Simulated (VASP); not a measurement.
# Al (P6_3/mmc) in VASP: notebook, part 2 of 2

VASP 6.6.1. The steps go on from the part before.

**3. Single point, PBE+D3(BJ) (16.11 Å³/atom)**

INCAR reads:

```
PREC = Accurate
ENCUT = 520
EDIFF = 1E-7
ISMEAR = 0
SIGMA = 0.15
LREAL = F
LASPH = T
NELM = 100
ALGO = Normal
ISIF = 2
LWAVE = F
LCHARG = T
GGA = PE
IVDW = 12
LELF = T
LVHAR = T
NBANDS = 14
```

KPOINTS reads:

```
Automatic mesh
0
Gamma
  18 18 6
```

POSCAR reads:

```
Al
1.0
    2.7550983449      0.0000000000      0.0000000000
   -1.3775491724      2.3859851566      0.0000000000
    0.0000000000      0.0000000000      9.8009868520
Al
4
Direct
    0.0000000000      0.0000000000      0.0000000000
    0.3333333333      0.6666666667      0.2500000000
    0.0000000000      0.0000000000      0.5000000000
    0.6666666667      0.3333333333      0.7500000000
```

Potentials or basis: VASP PAW PBE potentials, release 64 (Al).

Run with:

```
$ cat potpaw_PBE.64/Al/POTCAR > POTCAR
$ mpirun -np 1 vasp_std > vasp.out
```

OUTCAR:

```text
PREC = Accurate
   ENCUT = 520
   EDIFF = 1E-7
   ISMEAR = 0
   LREAL = F
   LASPH = T
   NELM = 100
   ISIF = 2
   GGA = PE
   IVDW = 12
 IVDW          = 12

 ion  position               nearest neighbor table
   1  0.000  0.000  0.000-   2 2.92   4 2.92   2 2.92   4 2.92   4 2.92   2 2.92
   2  0.333  0.667  0.250-   1 2.92   3 2.92   1 2.92   3 2.92   1 2.92   3 2.92
   3  0.000  0.000  0.500-   2 2.92   4 2.92   2 2.92   4 2.92   4 2.92   2 2.92
   4  0.667  0.333  0.750-   1 2.92   3 2.92   1 2.92   3 2.92   1 2.92   3 2.92

  LATTYP: Found a hexagonal cell.
 ALAT       =     2.7550983449
 C/A-ratio  =     3.5573999999

  Lattice vectors:

 A1 = (   2.7550983449,   0.0000000000,   0.0000000000)
 A2 = (  -1.3775491724,   2.3859851566,   0.0000000000)
 A3 = (   0.0000000000,   0.0000000000,   9.8009868520)

Analysis of symmetry for initial positions (statically):
=====================================================================
 Subroutine PRICEL returns:
 Original cell was already a primitive cell.

 Routine SETGRP: Setting up the symmetry group for a
 hexagonal supercell.

 Subroutine GETGRP returns: Found 24 space group operations
 (whereof 12 operations were pure point group operations)
 out of a pool of 24 trial point group operations.

The static configuration has the point symmetry D_3d.
 The point group associated with its full space group is D_6h.

Analysis of symmetry for dynamics (positions and initial velocities):
=====================================================================
 Subroutine PRICEL returns:
 Original cell was already a primitive cell.

 Routine SETGRP: Setting up the symmetry group for a
 hexagonal supercell.

 Subroutine GETGRP returns: Found 24 space group operations
 (whereof 12 operations were pure point group operations)
 out of a pool of 24 trial point group operations.

The dynamic configuration has the point symmetry D_3d.
 The point group associated with its full space group is D_6h.

 Subroutine INISYM returns: Found 24 space group operations
 (whereof 12 operations are pure point group operations),
 and found     1 'primitive' translations

----------------------------------------------------------------------------------------

                                     Primitive cell

  volume of cell :      64.4280

  direct lattice vectors                    reciprocal lattice vectors
     2.755098345  0.000000000  0.000000000     0.362963450  0.209557045  0.000000000
    -1.377549172  2.385985157  0.000000000     0.000000000  0.419114091  0.000000000
     0.000000000  0.000000000  9.800986852     0.000000000  0.000000000  0.102030542

  length of vectors
     2.755098345  2.755098345  9.800986852     0.419114091  0.419114091  0.102030542

  position of ions in fractional coordinates (direct lattice)
     0.000000000  0.000000000  0.000000000
     0.333333333  0.666666667  0.250000000
     0.000000000  0.000000000  0.500000000
     0.666666667  0.333333333  0.750000000

  ion indices of the primitive-cell ions
   primitive index   ion index
                 1           1
                 2           2
                 3           3
                 4           4

----------------------------------------------------------------------------------------

 KPOINTS: Automatic mesh

Automatic generation of k-mesh.
 Grid dimensions read from file:
[... 53 lines left out ...]
   NGX,Y,Z   is equivalent  to a cutoff of  12.07, 12.07, 13.57 a.u.
   NGXF,Y,Z  is equivalent  to a cutoff of  24.14, 24.14, 27.14 a.u.
 SYSTEM =  unknown system
   PREC   = accura    normal or accurate (medium, high low for compatibility)
   ISTART =      0    job   : 0-new  1-cont  2-samecut
   ICHARG =      2    charge: 1-file 2-atom 10-const
   ISPIN  =      1    spin polarized calculation?
   LNONCOLLINEAR =      F non collinear calculations
   LSORBIT =      F    spin-orbit coupling
   LASPH  =      T    aspherical Exc in radial PAW
   ENCUT  =  520.0 eV  38.22 Ry    6.18 a.u.   5.12  5.12 18.22*2*pi/ulx,y,z
   NELM   =    100;   NELMIN=  2; NELMDL= -5     # of ELM steps
   EDIFF  = 0.1E-06   stopping-criterion for ELM
   LREAL  =      F    real-space projection
   EDIFFG = 0.1E-05   stopping-criterion for IOM
   NSW    =      0    number of steps for IOM
   IBRION =     -1    ionic relax: 0-MD 1-quasi-New 2-CG
   NFREE  =      0    steps in history (QN), initial steepest desc. (CG)
   ISIF   =      2    stress and relaxation
   ISYM   =      2    0-nonsym 1-usesym 2-fastsym
   POTIM  = 0.5000    time-step for ionic-motion
   TEBEG  =    0.0;   TEEND  =   0.0 temperature during run
   PSTRESS=    0.0 pullay stress
   NELECT =      12.0000    total number of electrons
   NUPDOWN=      -1.0000    fix difference up-down
   EMIN   =  10.00;   EMAX   =-10.00  energy-range for DOS
   EFERMI =   0.00;   METHOD = LEGACY
   ISMEAR =     0;   SIGMA  =   0.15  broadening in eV -4-tet -1-fermi 0-gaus
   EFERMI_NEDOS =   21; number of points for ismear=-14 and -15
   IALGO  =     38    algorithm
   IMIX   =      4    mixing-type and parameters
     AMIX     =   0.40;   BMIX     =  1.00
     AMIX_MAG =   1.60;   BMIX_MAG =  1.00
  volume/ion in A,a.u.               =      16.11       108.70
  Fermi-wavevector in a.u.,A,eV,Ry     =   0.934926  1.766753 11.892659  0.874086
  Thomas-Fermi vector in A             =   2.061780
   LORBIT       =      0    0 simple, 1 ext, 2 COOP (PROOUT), +10 PAW based schemes
   GGA     = PE    functional components
   LHFCALC =     F    Hartree Fock is set to
   AEXX    =    0.0000 exact exchange contribution
   IVDW    =    12    specifies the selected vdW correction
   LEPSILON=     F    determine dielectric tensor
   LRPA    =     F    only Hartree local field effects (RPA)
 non-spin polarized calculation
 Gauss-broadening in eV      SIGMA  =   0.15
  energy-cutoff  :      520.00
  volume of cell :       64.43
 maximum number of plane-waves:      1761
   NGX = 11   NGY = 11   NGZ = 37

 number of electron      12.0000000 magnetization

 Free energy of the ion-electron system (eV)
  ---------------------------------------------------
  ext. energy  EPLUGINS =         0.00000000
  ---------------------------------------------------
  free energy    TOTEN  =       -14.86050887 eV

  energy without entropy =      -14.84255246  energy(sigma->0) =      -14.85153066

 E-fermi :   8.2197     XC(G=0): -10.2803

 val. band max:        8.2187640407   @ k =   0.3889   0.1111   0.0000
 cond. band min:       8.2226661082   @ k =   0.3333   0.1111   0.0000
 fundamental gap:      0.0039020675
 Fermi energy:         8.2196754450

 k-point     1 :       0.0000    0.0000    0.0000
  band No.  band energies     occupation
      1      -3.0554      2.00000
      2      -1.5275      2.00000
      3      -1.5233      2.00000
      4       2.8025      2.00000
      5       3.1528      2.00000
      6      10.2065      0.00000
      7      10.2121      0.00000
      8      19.0834      0.00000
      9      20.1264      0.00000
     10      20.4589      0.00000
     11      20.4589      0.00000
     12      20.4704      0.00000
     13      20.4704      0.00000
     14      21.3131      0.00000
[... 377 lines left out ...]
      1       2.2098      2.00000
      2       3.6545      2.00000
      3       3.6585      2.00000
      4       4.9188      2.00000
      5       6.4213      2.00000
      6       6.4601      2.00000
      7       8.1277      1.61396
      8       8.2188      1.00686
      9      10.4377      0.00000
     10      10.9141      0.00000
     11      12.1570      0.00000
     12      13.0729      0.00000
     13      13.4183      0.00000
     14      15.3260      0.00000

 [... further k-points ...]

------------------------ aborting loop because EDIFF is reached ----------------------------------------

 Edisp (eV)   -1.38021

 E8    (eV) :    -0.6176

  FORCE on cell =-STRESS in cart. coord.  units (eV):
  Direction    XX          YY          ZZ          XY          YZ          ZX
  --------------------------------------------------------------------------------------
  -------------------------------------------------------------------------------------
  Total       0.64574     0.64574    -1.87924     0.00000    -0.00000     0.00000
  in kB      16.05797    16.05797   -46.73230     0.00000    -0.00000     0.00000
  external pressure =       -4.87 kB  Pullay stress =        0.00 kB

 VOLUME and BASIS-vectors are now :
 -----------------------------------------------------------------------------
  energy-cutoff  :      520.00
  volume of cell :       64.43
      direct lattice vectors                 reciprocal lattice vectors
     2.755098345  0.000000000  0.000000000     0.362963450  0.209557045  0.000000000
    -1.377549172  2.385985157  0.000000000     0.000000000  0.419114091  0.000000000
     0.000000000  0.000000000  9.800986852     0.000000000  0.000000000  0.102030542

 POSITION                                       TOTAL-FORCE (eV/Angst)
 -----------------------------------------------------------------------------------
      0.00000      0.00000      0.00000         0.000000      0.000000      0.000000
     -0.00000      1.59066      2.45025         0.000000     -0.000000      0.000000
      0.00000      0.00000      4.90049         0.000000      0.000000      0.000000
      1.37755      0.79533      7.35074        -0.000000      0.000000     -0.000000
 -----------------------------------------------------------------------------------
    total drift:                               -0.000000      0.000000     -0.000000

  FREE ENERGIE OF THE ION-ELECTRON SYSTEM (eV)
  ---------------------------------------------------
  free  energy   TOTEN  =       -16.2407153319 eV

  energy  without entropy=      -16.2227589296  energy(sigma->0) =      -16.23173713
```

stdout:

```text
POSCAR found type information on POSCAR Al
 POSCAR found :  1 types and       4 ions
 scaLAPACK will be used
 LDA part: xc-table for (Slater+PW92), standard interpolation
 POSCAR, INCAR and KPOINTS ok, starting setup
 FFT: planning ... GRIDC
 FFT: planning ... GRID_SOFT
 FFT: planning ... GRID
 WAVECAR not read
 entering main loop
```

It took 56 s on 1 thread of Intel Xeon 6975P-C (Granite Rapids), shared host; peak memory 0.25 GiB.

What came out:

```yaml
Free_energy: -16.2407 eV
Pressure: -0.5 GPa
Band_gap_on_the_k_mesh: zero (bands 6 and 7 overlap by 4.32 eV)
Dispersion_energy_per_atom: -0.345 eV
```

Caveat: the stress differs along the axes, from -5 to 2 GPa.

**4. Single point, PBE+D3(BJ) (16.11 Å³/atom)**

INCAR reads:

```
PREC = Accurate ; ENCUT = 520
EDIFF = 1E-7 ; ISMEAR = 0
SIGMA = 0.15 ; LREAL = F
LASPH = T ; NELM = 80
ALGO = Normal ; ISIF = 2
LWAVE = F ; LCHARG = F
GGA = PE ; IVDW = 12
NBANDS = 14
```

KPOINTS reads:

```
regular mesh
0
Gamma
  18 18 6
```

POSCAR reads:

```
Al
1.0
    2.8754657028      0.0000000000      0.0000000000
   -1.4377328514      2.4902263464      0.0000000000
    0.0000000000      0.0000000000      8.9976197308
Al
4
Direct
    0.0000000000      0.0000000000      0.0000000000
    0.3333333333      0.6666666667      0.2500000000
    0.0000000000      0.0000000000      0.5000000000
    0.6666666667      0.3333333333      0.7500000000
```

Run with:

```
$ cat potpaw_PBE.64/Al/POTCAR > POTCAR
$ mpirun -np 1 vasp_std > vasp.out
```

Wall time 49 s (1 thread of Intel Xeon 6975P-C (Granite Rapids), shared host); peak memory 0.26 GiB.

The run converged. Its results:

| Quantity | Value |
| --- | --- |
| Free energy | -16.2822 eV |
| Pressure | -1.2 GPa |
| Band gap on the k mesh | zero (bands 6 and 7 overlap by 6.22 eV) |
| Dispersion energy per atom | -0.345 eV |

Stress tensor (GPa, compression positive):
```
-2.39  0.00  0.00
 0.00 -2.39  0.00
 0.00  0.00  1.28
```

Levels at points of the mesh, in eV from the Fermi level:
| k point | band 4 | band 5 | band 6 | band 7 | band 8 | band 9 |
| --- | --- | --- | --- | --- | --- | --- |
| (0.00, 0.00, 0.00) | -4.45 | -3.88 | 4.30 | 4.32 | 10.17 | 10.17 |
| (0.50, 0.00, 0.00) | -3.96 | -3.48 | -3.35 | 0.87 | 1.34 | 1.74 |
| (0.00, 0.00, 0.50) | -7.26 | -0.28 | -0.28 | 9.43 | 9.43 | 10.50 |
| (0.50, 0.00, 0.50) | -4.98 | -1.85 | -1.85 | -1.17 | -1.17 | 4.98 |

**5. Single point, PBE+D3(BJ) (16.11 Å³/atom)**

INCAR reads:

```
ALGO = Normal
EDIFF = 1E-6
ENCUT = 520
GGA = PE
ISIF = 2
ISMEAR = 0
IVDW = 12
LASPH = True
LCHARG = False
LREAL = False
LWAVE = False
NBANDS = 14
NELM = 80
PREC = Accurate
SIGMA = 0.15
```

KPOINTS reads:

```
k-points
0
Gamma
  18 18 6
```

POSCAR reads:

```
Al
1.0
    2.8448838488      0.0000000000      0.0000000000
   -1.4224419244      2.4637416839      0.0000000000
    0.0000000000      0.0000000000      9.1921042038
Al
4
Direct
    0.0000000000      0.0000000000      0.0000000000
    0.3333333333      0.6666666667      0.2500000000
    0.0000000000      0.0000000000      0.5000000000
    0.6666666667      0.3333333333      0.7500000000
```

Run with:

```
$ cat potpaw_PBE.64/Al/POTCAR > POTCAR
$ mpirun -np 1 vasp_std > vasp.out
```

Wall time 51 s (1 thread of Intel Xeon 6975P-C (Granite Rapids), shared host); peak memory 0.26 GiB.

The run converged. Its results:

```
Free energy                : -16.3065 eV
Pressure                   : -1.4 GPa
Band gap on the k mesh     : zero (bands 6 and 7 overlap by 5.68 eV)
Dispersion energy per atom : -0.345 eV
```

Stress tensor (GPa, compression positive):
```
-1.90  0.00  0.00
 0.00 -1.90  0.00
 0.00  0.00 -0.31
```

Levels at points of the mesh, in eV from the Fermi level:
```tsv
k point	band 2	band 3	band 4	band 5	band 6	band 7	band 8	band 9	band 10	band 11
(0.00, 0.00, 0.00)	-9.56	-9.56	-4.63	-4.28	3.69	3.70	10.68	10.68	10.87	10.87
(0.50, 0.00, 0.00)	-5.29	-4.00	-3.93	-3.39	-3.29	0.84	1.29	1.45	1.77	5.58
(0.00, 0.00, 0.50)	-10.86	-7.41	-7.41	-0.73	-0.73	8.67	8.67	11.01	11.01	11.01
(0.50, 0.00, 0.50)	-4.98	-4.88	-4.88	-1.87	-1.87	-1.20	-1.20	4.76	4.76	4.83
```

**6. Summary**

```csv
cell,gap on the mesh (eV),pressure (GPa)
"a = 2.815, b = 2.815, c = 9.391 Å, angles 90.0, 90.0, 120.0°, 4 atoms",none,-1.3
"a = 2.755, b = 2.755, c = 9.801 Å, angles 90.0, 90.0, 120.0°, 4 atoms",none,-0.5
"a = 2.875, b = 2.875, c = 8.998 Å, angles 90.0, 90.0, 120.0°, 4 atoms",none,-1.2
"a = 2.845, b = 2.845, c = 9.192 Å, angles 90.0, 90.0, 120.0°, 4 atoms",none,-1.4
```

Alike in all rows: task single point; level PBE+D3(BJ); potentials or basis VASP PAW PBE potentials, release 64 (Al); no spin polarisation; k mesh 18 × 18 × 6; cutoff (eV) 520; smearing gaussian 0.15 eV.

Caveats: the stress differs along the axes, from -5 to 2 GPa (at least some runs).

Absolute energies hang on the potentials; compare differences alone.

The gap in the log of VASP goes by the Fermi energy; the results here count the filled bands.